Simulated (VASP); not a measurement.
# Cl (Fd-3m) in VASP: notebook

Cl is run at these levels: PBE; tasks: single point.

Everything below comes from runs of VASP 6.6.1. Logs are shortened: lines on timing, memory, paths and dates and some standing lists are left out, and cuts for length are marked.

### Step 1. The cell of the first run

The structure is cubic, space group Fd-3m (No. 227). The conventional cell has a = 4.775 Å, b = 4.775 Å, c = 4.775 Å, α = 90.00°, β = 90.00°, γ = 90.00°. Within 2.7 Å of Cl (site symmetry -43m) lie 4 Cl at 2.07 Å.

### Step 2. Single point, PBE (13.61 Å³/atom)

INCAR reads:

```
ALGO     = Normal         # electronic algorithm
EDIFF    = 1E-6           # SCF threshold, eV
ENCUT    = 520            # plane-wave cutoff, eV
GGA      = PE             # functional
ISIF     = 2              # what is computed and relaxed
ISMEAR   = -1             # smearing method
LASPH    = True           # aspherical terms in the spheres
LCHARG   = True           # write CHGCAR
LELF     = True           # ELF
LREAL    = False          # projectors in reciprocal space
LVHAR    = True         
LWAVE    = False          # write WAVECAR
NBANDS   = 14             # bands
NELM     = 60             # most SCF steps
PREC     = Accurate       # precision mode
SIGMA    = 0.1            # smearing width, eV
```

KPOINTS reads:

```
k-points
0
Gamma
  11 11 11
```

POSCAR reads:

```
Cl
1.0
    0.0000000000      2.3877148599      2.3877148599
    2.3877148599      0.0000000000      2.3877148599
    2.3877148599      2.3877148599      0.0000000000
Cl
2
Direct
   -0.1250000000     -0.1250000000     -0.1250000000
    0.1250000000      0.1250000000      0.1250000000
```

Potentials or basis: VASP PAW PBE potentials, release 64 (Cl).

Launch:

```
cat potpaw_PBE.64/Cl/POTCAR > POTCAR
mpirun -np 1 vasp_std > vasp.out
```

OUTCAR:

```text
EDIFF = 1E-6
   ENCUT = 520
   GGA = PE
   ISIF = 2
   ISMEAR = -1
   LASPH = True
   LREAL = False
   NELM = 60
   PREC = Accurate

 ion  position               nearest neighbor table
   1  0.875  0.875  0.875-   2 2.07   2 2.07   2 2.07   2 2.07
   2  0.125  0.125  0.125-   1 2.07   1 2.07   1 2.07   1 2.07

  LATTYP: Found a face centered cubic cell.
 ALAT       =     4.7754297198

  Lattice vectors:

 A1 = (   0.0000000000,   2.3877148599,   2.3877148599)
 A2 = (   2.3877148599,   0.0000000000,   2.3877148599)
 A3 = (   2.3877148599,   2.3877148599,   0.0000000000)

Analysis of symmetry for initial positions (statically):
=====================================================================
 Subroutine PRICEL returns:
 Original cell was already a primitive cell.

 Routine SETGRP: Setting up the symmetry group for a
 face centered cubic supercell.

 Subroutine GETGRP returns: Found 48 space group operations
 (whereof 12 operations were pure point group operations)
 out of a pool of 48 trial point group operations.

The static configuration has the point symmetry D_3d.
 The point group associated with its full space group is O_h .

Analysis of symmetry for dynamics (positions and initial velocities):
=====================================================================
 Subroutine PRICEL returns:
 Original cell was already a primitive cell.

 Routine SETGRP: Setting up the symmetry group for a
 face centered cubic supercell.

 Subroutine GETGRP returns: Found 48 space group operations
 (whereof 12 operations were pure point group operations)
 out of a pool of 48 trial point group operations.

The dynamic configuration has the point symmetry D_3d.
 The point group associated with its full space group is O_h .

 Subroutine INISYM returns: Found 48 space group operations
 (whereof 12 operations are pure point group operations),
 and found     1 'primitive' translations

----------------------------------------------------------------------------------------

                                     Primitive cell

  volume of cell :      27.2256

  direct lattice vectors                    reciprocal lattice vectors
     0.000000000  2.387714860  2.387714860    -0.209405239  0.209405239  0.209405239
     2.387714860  0.000000000  2.387714860     0.209405239 -0.209405239  0.209405239
     2.387714860  2.387714860  0.000000000     0.209405239  0.209405239 -0.209405239

  length of vectors
     3.376738738  3.376738738  3.376738738     0.362700513  0.362700513  0.362700513
[... 91 lines left out ...]
   PSTRESS=    0.0 pullay stress
   NELECT =      14.0000    total number of electrons
   NUPDOWN=      -1.0000    fix difference up-down
   EMIN   =  10.00;   EMAX   =-10.00  energy-range for DOS
   EFERMI =   0.00;   METHOD = LEGACY
   ISMEAR =    -1;   SIGMA  =   0.10  broadening in eV -4-tet -1-fermi 0-gaus
   EFERMI_NEDOS =   21; number of points for ismear=-14 and -15
   IALGO  =     38    algorithm
   IMIX   =      4    mixing-type and parameters
     AMIX     =   0.40;   BMIX     =  1.00
     AMIX_MAG =   1.60;   BMIX_MAG =  1.00
  volume/ion in A,a.u.               =      13.61        91.86
  Fermi-wavevector in a.u.,A,eV,Ry     =   1.311571  2.478509 23.404984  1.720218
  Thomas-Fermi vector in A             =   2.442023
   LORBIT       =      0    0 simple, 1 ext, 2 COOP (PROOUT), +10 PAW based schemes
   GGA     = PE    functional components
   LHFCALC =     F    Hartree Fock is set to
   AEXX    =    0.0000 exact exchange contribution
   IVDW    =     0    specifies the selected vdW correction
   LEPSILON=     F    determine dielectric tensor
   LRPA    =     F    only Hartree local field effects (RPA)
 non-spin polarized calculation
  energy-cutoff  :      520.00
  volume of cell :       27.23
 maximum number of plane-waves:       751
 NGX is ok and might be reduce to    28
   NGX = 13   NGY = 13   NGZ = 13

 number of electron      13.9999998 magnetization

 Free energy of the ion-electron system (eV)
  ---------------------------------------------------
  ext. energy  EPLUGINS =         0.00000000
  ---------------------------------------------------
  free energy    TOTEN  =         4.24633149 eV

  energy without entropy =        4.29011355  energy(sigma->0) =        4.26822252

 E-fermi :  10.1610     XC(G=0): -11.3776

 val. band max:       10.0666715464   @ k =  -0.2727   0.2727   0.0000
 cond. band min:      10.2158705749   @ k =  -0.2727   0.4545   0.1818
 fundamental gap:      0.1491990285
 Fermi energy:        10.1609984048

 k-point     1 :       0.0000    0.0000    0.0000
  band No.  band energies     occupation
      1     -13.4633      2.00000
      2      -0.6024      2.00000
      3       2.0492      2.00000
      4       2.0492      2.00000
      5       2.0492      2.00000
      6       6.4958      2.00000
      7       6.4958      2.00000
      8       6.4958      2.00000
      9      15.8988      0.00000
     10      17.1922      0.00000
     11      17.1922      0.00000
     12      21.6595      0.00000
     13      21.6595      0.00000
     14      21.6595      0.00000
[... 377 lines left out ...]
      1     -12.3260      2.00000
      2      -4.9148      2.00000
      3      -0.0706      2.00000
      4       1.3581      2.00000
      5       4.3214      2.00000
      6       7.7356      2.00000
      7       7.8651      2.00000
      8       9.2765      1.99971
      9      15.5231      0.00000
     10      17.5837      0.00000
     11      17.9635      0.00000
     12      22.4137      0.00000
     13      23.4591      0.00000
     14      25.4144      0.00000

 [... further k-points ...]

------------------------ aborting loop because EDIFF is reached ----------------------------------------

  FORCE on cell =-STRESS in cart. coord.  units (eV):
  Direction    XX          YY          ZZ          XY          YZ          ZX
  --------------------------------------------------------------------------------------
  -------------------------------------------------------------------------------------
  Total       17.0127841     17.0127841     17.0127841     -0.0000000     -0.0000000     -0.0000000
  in kB     1001.1717577   1001.1717577   1001.1717577     -0.0000000     -0.0000000     -0.0000000
  external PRESSURE =    1001.1717577 kB  Pullay stress =       0.0000000 kB

 VOLUME and BASIS-vectors are now :
 -----------------------------------------------------------------------------
  energy-cutoff  :      520.00
  volume of cell :       27.23
      direct lattice vectors                 reciprocal lattice vectors
     0.000000000  2.387714860  2.387714860    -0.209405239  0.209405239  0.209405239
     2.387714860  0.000000000  2.387714860     0.209405239 -0.209405239  0.209405239
     2.387714860  2.387714860  0.000000000     0.209405239  0.209405239 -0.209405239

 POSITION                                       TOTAL-FORCE (eV/Angst)
 -----------------------------------------------------------------------------------
      4.17850      4.17850      4.17850        -0.000000     -0.000000     -0.000000
      0.59693      0.59693      0.59693         0.000000      0.000000      0.000000
 -----------------------------------------------------------------------------------
    total drift:                                0.000000     -0.000000     -0.000000

  FREE ENERGIE OF THE ION-ELECTRON SYSTEM (eV)
  ---------------------------------------------------
  free  energy   TOTEN  =         4.2463314949 eV

  energy  without entropy=        4.2901135475  energy(sigma->0) =        4.26822252
```

OSZICAR:

```text
N       E                     dE             d eps       ncg     rms          rms(c)
DAV:   1     0.741630423471E+02    0.74163E+02   -0.69208E+03  1568   0.919E+02
DAV:   2     0.722444178151E+01   -0.66939E+02   -0.61066E+02  2210   0.176E+02
DAV:   3     0.425294270983E+01   -0.29715E+01   -0.29532E+01  2036   0.383E+01
DAV:   4     0.422873032309E+01   -0.24212E-01   -0.24206E-01  1856   0.408E+00
DAV:   5     0.422840763393E+01   -0.32269E-03   -0.32268E-03  2072   0.460E-01    0.495E+01
DAV:   6     0.424381744142E+01    0.15410E-01   -0.16125E-02  1808   0.809E-01    0.292E+01
DAV:   7     0.424583965357E+01    0.20222E-02   -0.19320E-02  1880   0.894E-01    0.427E-01
DAV:   8     0.424633494103E+01    0.49529E-03   -0.13082E-03  1784   0.233E-01    0.780E-02
DAV:   9     0.424633311715E+01   -0.18239E-05   -0.53458E-05  2084   0.512E-02    0.256E-02
DAV:  10     0.424633108285E+01   -0.20343E-05   -0.53551E-06  1772   0.156E-02    0.228E-02
DAV:  11     0.424633149492E+01    0.41207E-06   -0.68330E-07  1426   0.666E-03
   1 F= 0.42463315E+01 E0= 0.42682225E+01  d E =-.437821E-01
```

It took 38 s on 1 thread of Intel Xeon Platinum 8375C at 2.90GHz (Ice Lake), shared host; peak memory 0.15 GiB.

Results:

| Quantity | Value |
| --- | --- |
| Free energy | 4.2463 eV |
| Pressure | 100.1 GPa |
| Band gap on the k mesh | zero (bands 7 and 8 overlap by 5.71 eV) |

Caveat: the cell stands under pressure.

### Step 3. Single point, PBE (13.61 Å³/atom)

INCAR reads:

```
SYSTEM = Cl
PREC = Accurate ; ENCUT = 520
EDIFF = 1E-7 ; ISMEAR = -1
SIGMA = 0.1 ; LREAL = .FALSE.
LASPH = .TRUE. ; NELM = 100
ALGO = Normal ; ISIF = 2
LWAVE = .FALSE. ; LCHARG = .TRUE.
GGA = PE ; LELF = .TRUE.
LVHAR = .TRUE. ; NBANDS = 14
```

KPOINTS reads:

```
Automatic mesh
0
G
  11 11 11
  0 0 0
```

POSCAR is that of step 2.

Potentials or basis: VASP PAW PBE potentials, release 64 (Cl).

Launch:

```
cat potpaw_PBE.64/Cl/POTCAR > POTCAR
mpirun -np 1 vasp_std > vasp.out
```

Run time: 44 s. Hardware: 1 thread of Intel Xeon Platinum 8375C at 2.90GHz (Ice Lake), shared host; peak memory 0.15 GiB.

The run converged. Its results:

| Property | Result |
| --- | --- |
| Free energy | 4.2463 eV |
| Pressure | 100.1 GPa |
| Band gap on the k mesh | zero (bands 7 and 8 overlap by 5.71 eV) |

Levels at points of the mesh, in eV from the Fermi level:
| k point | band 3 | band 4 | band 5 | band 6 | band 7 | band 8 | band 9 | band 10 | band 11 | band 12 |
| --- | --- | --- | --- | --- | --- | --- | --- | --- | --- | --- |
| (0.00, 0.00, 0.00) | -8.11 | -8.11 | -8.11 | -3.67 | -3.67 | -3.67 | 5.74 | 7.03 | 7.03 | 11.50 |

Caveat: the cell stands under pressure.

### Step 4. Single point, PBE (17.02 Å³/atom)

This run uses another cell than the first one, of 17.02 Å³/atom.

INCAR reads:

```
SYSTEM = Cl
ALGO = Normal
EDIFF = 1E-6
ENCUT = 520
GGA = PE
ISIF = 2
ISMEAR = -1
LASPH = .True.
LCHARG = .True.
LELF = .True.
LREAL = .False.
LVHAR = .True.
LWAVE = .False.
NBANDS = 14
NELM = 80
PREC = Accurate
SIGMA = 0.1
```

KPOINTS reads:

```
k-points
0
Gamma
  11 11 11
  0 0 0
```

POSCAR reads:

```
Cl
1.0
    0.0000000000      2.5720878620      2.5720878620
    2.5720878620      0.0000000000      2.5720878620
    2.5720878620      2.5720878620      0.0000000000
Cl
2
Direct
   -0.1250000000     -0.1250000000     -0.1250000000
    0.1250000000      0.1250000000      0.1250000000
```

Launch:

```
cat potpaw_PBE.64/Cl/POTCAR > POTCAR
mpirun -np 1 vasp_std > vasp.out
```

It took 43 s on 1 thread of Intel Xeon Platinum 8375C at 2.90GHz (Ice Lake), shared host; peak memory 0.15 GiB.

It converged, with:

```
Free energy            : 1.0996 eV
Pressure               : 52.8 GPa
Band gap on the k mesh : zero (bands 7 and 8 overlap by 4.04 eV)
```

Levels at points of the mesh, in eV from the Fermi level:
```csv
k point,band 5,band 6,band 7,band 8,band 9,band 10
"(0.00, 0.00, 0.00)",-6.53,-2.79,-2.79,-2.79,5.78,8.07
```

Caveat: the cell stands under pressure.

### Step 5. Single point, PBE (20.42 Å³/atom)

This run uses another cell than the first one, of 20.42 Å³/atom.

INCAR reads:

```
PREC     = Accurate       # precision mode
ENCUT    = 520            # plane-wave cutoff, eV
EDIFF    = 1E-7           # SCF threshold, eV
ISMEAR   = -1             # smearing method
SIGMA    = 0.1            # smearing width, eV
LREAL    = False          # projectors in reciprocal space
LASPH    = True           # aspherical terms in the spheres
NELM     = 100            # most SCF steps
ALGO     = Normal         # electronic algorithm
ISIF     = 2              # what is computed and relaxed
LWAVE    = False          # write WAVECAR
LCHARG   = False          # write CHGCAR
GGA      = PE             # functional
NBANDS   = 14             # bands
```

KPOINTS reads:

```
regular mesh
0
Gamma
  11 11 11
```

POSCAR reads:

```
Cl
1.0
    0.0000000000      2.7332512072      2.7332512072
    2.7332512072      0.0000000000      2.7332512072
    2.7332512072      2.7332512072      0.0000000000
Cl
2
Direct
   -0.1250000000     -0.1250000000     -0.1250000000
    0.1250000000      0.1250000000      0.1250000000
```

Launch:

```
cat potpaw_PBE.64/Cl/POTCAR > POTCAR
mpirun -np 1 vasp_std > vasp.out
```

Wall time 67 s (1 thread of Intel Xeon Platinum 8375C at 2.90GHz (Ice Lake), shared host); peak memory 0.16 GiB.

It converged, with:

| Item | Value |
| --- | --- |
| Free energy | -0.5557 eV |
| Pressure | 27.6 GPa |
| Band gap on the k mesh | zero (bands 7 and 8 overlap by 2.97 eV) |

Levels at points of the mesh, in eV from the Fermi level:
```
           k point  band 5  band 6  band 7  band 8  band 9  band 10
(0.00, 0.00, 0.00)   -5.30   -2.11   -2.11   -2.11    5.96     8.91
```

Caveat: the cell stands under pressure.

### Step 6. The runs side by side

| cell | gap on the mesh (eV) | pressure (GPa) |
| --- | --- | --- |
| a = 3.377 Å, angles 60.0°, 2 atoms | none | 100.1 |
| a = 3.637 Å, angles 60.0°, 2 atoms | none | 52.8 |
| a = 3.865 Å, angles 60.0°, 2 atoms | none | 27.6 |

Alike in all rows: task single point; level PBE; potentials or basis VASP PAW PBE potentials, release 64 (Cl); no spin polarisation; k mesh 11 × 11 × 11; cutoff (eV) 520; smearing fermi-dirac 0.1 eV.

Caveats: the cell stands under pressure.

Total energies depend on the potentials used, so only differences within one code and one set of settings carry meaning.

The gap in the log of VASP goes by the Fermi energy; the results here count the filled bands.